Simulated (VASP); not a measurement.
Set up this calculation in VASP 6.6.1, as the native input.

| Item | Value |
| --- | --- |
| Task | single point |
| Functional | PBE |
| Potentials or basis | VASP PAW PBE potentials, release 64 (In_d) |
| Cutoff | 520 eV |
| k mesh | 13 × 13 × 7 |
| Occupations | fermi-dirac, width 0.08 eV |
| Spin | no spin polarisation |
| Dipole correction | no |
| Further INCAR settings | ALGO = Normal; EDIFF = 1e-06; NBANDS = 20 |

The structure of In lies in POSCAR:

```
In
1.0
    3.1076893982      0.0000000000      0.0000000000
   -1.5538446991      2.6913379659      0.0000000000
    0.0000000000      0.0000000000      4.9822519102
In
2
Direct
    0.3333333333      0.6666666667      0.2500000000
    0.6666666667      0.3333333333      0.7500000000
```

The input as run:

INCAR

```
PREC = Accurate
ENCUT = 520
EDIFF = 1E-6
ISMEAR = -1
SIGMA = 0.08
LREAL = False
LASPH = True
NELM = 60
ALGO = Normal
ISIF = 2
LWAVE = False
LCHARG = False
GGA = PE
NBANDS = 20
```

KPOINTS

```
Automatic mesh
0
Gamma
  13 13 7
```

Potentials or basis: VASP PAW PBE potentials, release 64 (In_d).

Launch:

```console
$ cat potpaw_PBE.64/In_d/POTCAR > POTCAR
$ mpirun -np 1 vasp_std > vasp.out
```

Results of the run:

The pressure is 20.3 GPa and the band gap on the k mesh is zero (band 13 reaches 14.05 eV, above the bottom of band 14 at 7.85 eV).

Caveat: spin-orbit coupling is left out, which moves the levels of the heavy elements.

Run time: 57 s on 1 thread of Intel Xeon 8259CL (shared host), peak memory 0.19 GiB.
